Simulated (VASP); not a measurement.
Runs of VASP 6.6.1 on Ru. The structure is hexagonal, space group P6_3/mmc (No. 194). The conventional cell has a = 2.708 Å, b = 2.708 Å, c = 4.268 Å, α = 90.00°, β = 90.00°, γ = 120.00°. Within 3.5 Å of Ru (site symmetry -6m2) lie 12 Ru at 2.65 to 2.71 Å. 

```csv
task,level,potentials or basis,spin,gap on the mesh (eV),pressure (GPa)
single point,r2SCAN,"VASP PAW PBE potentials, release 64 (Ru_pv)",off,none,0.0
single point,PBE,"VASP PAW PBE potentials, release 64 (Ru_pv)","non-collinear, zero start, SOC",-,5.2
single point,PBE,"VASP PAW PBE potentials, release 64 (Ru_pv)",off,none,(a)
single point,LDA,"VASP PAW LDA potentials, release 64 (Ru_pv)",off,none,-10.9
```

Alike in all rows: cell as given; k mesh 9 × 9 × 5; cutoff (eV) 520; smearing fermi-dirac 0.1 eV.

Problem. Fill in the values left out.

Solution. (a) 5.0.

Caveats: the PAW data sets were made with another functional, which shifts forces and pressure a little (some runs).

A k mesh can miss the band edges, and rows without SOC leave out spin-orbit coupling on Ru.

A gap of «none» marks levels without a gap at the run's occupations.
